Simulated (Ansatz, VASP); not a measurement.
# Two plane-wave programs on YZr2O2

```
CELL_PARAMETERS angstrom
5.43872 0.00000 0.00000
-2.71936 4.71007 0.00000
0.00000 0.00000 6.07864
ATOMIC_POSITIONS crystal
Y 0.66667 0.33333 0.50000
Zr 0.33333 0.66667 0.69737
Zr 0.33333 0.66667 0.30263
O 0.66667 0.33333 0.00000
O 0.33333 0.66667 0.00000
```

Alike in both runs: functional PBE; k mesh 12 × 12 × 6; occupations gaussian, width 0.1 eV; no spin polarisation.

Ansatz relaxed the structure, and its values are those at the end. VASP's run is a single point on that final structure, the one shown.

|  | VASP | Ansatz |
| --- | --- | --- |
| version | VASP 6.6.1 | Ansatz 0.2.0 |
| potentials or method | VASP PAW PBE potentials, release 64 (Y_sv, Zr_sv, O), cutoff 520 eV | scalar-relativistic, plane waves, PAW |
| valence electrons in the cell | 47 | 47 |

Ansatz gave:

| Item | Value |
| --- | --- |
| gap on the k mesh at the Fermi level (eV) | none |
| pressure (GPa) | 0.0 |
| rms of the force components (eV/Å) | 0.001 |

Task: Which values does VASP return?

Result: gap on the k mesh at the Fermi level (eV): none; pressure (GPa): 0.1; rms of the force components (eV/Å): 0.025.

A gap of «none» marks a metal or a gap that the smearing closes.
